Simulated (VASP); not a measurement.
Set up this calculation in VASP 6.6.1, as the native input.

| Property | Result |
| --- | --- |
| Task | single point |
| Functional | PBE |
| Potentials or basis | VASP PAW PBE potentials, release 64 (Zn, S) |
| Cutoff | 520 eV |
| k mesh | 12 × 12 × 4 |
| Occupations | gaussian, width 0.05 eV |
| Spin | no spin polarisation |
| Dipole correction | no |
| Further INCAR settings | ALGO = Normal; EDIFF = 1e-07; NBANDS = 26 |

The structure of ZnS lies in POSCAR:

```
ZnS
1.0
    3.7685831291      0.0000000000      0.0000000000
   -1.8842915645      3.2636887261      0.0000000000
    0.0000000000      0.0000000000      6.3053333047
Zn S
2 2
Direct
    0.3333333333      0.6666666667      0.0052197899
    0.6666666667      0.3333333333      0.5052197899
    0.3333333333      0.6666666667      0.3797802101
    0.6666666667      0.3333333333      0.8797802101
```

This cell differs from its parent crystal: strain -0.0200 x Voigt [1, 1, 0, 0, 0, 0].

The input as run:

INCAR

```
SYSTEM = ZnS
PREC = Accurate
ENCUT = 520
EDIFF = 1E-7
ISMEAR = 0
SIGMA = 0.05
LREAL = .FALSE.
LASPH = .TRUE.
NELM = 80
ALGO = Normal
ISIF = 2
LWAVE = .FALSE.
LCHARG = .FALSE.
GGA = PE
NBANDS = 26
```

KPOINTS

```
Automatic mesh
0
G
  12 12 4
  0 0 0
```

Potentials or basis: VASP PAW PBE potentials, release 64 (Zn, S).

The run is started by

```sh
$ cat potpaw_PBE.64/Zn/POTCAR potpaw_PBE.64/S/POTCAR > POTCAR
$ mpirun -np 1 vasp_std > vasp.out
```

It gave:

The pressure is 3.3 GPa. The largest force is 0.147 eV/Å. The band gap on the k mesh is 2.21 eV, direct.

Caveat: the cell differs from its parent crystal (strain -0.0200 x Voigt [1, 1, 0, 0, 0, 0]).

It took 82 s on 1 thread of Intel(R) Xeon(R) Platinum 8259CL CPU @ 2.50GHz (Skylake/Cascade Lake), on a shared host, peak memory 0.24 GiB.
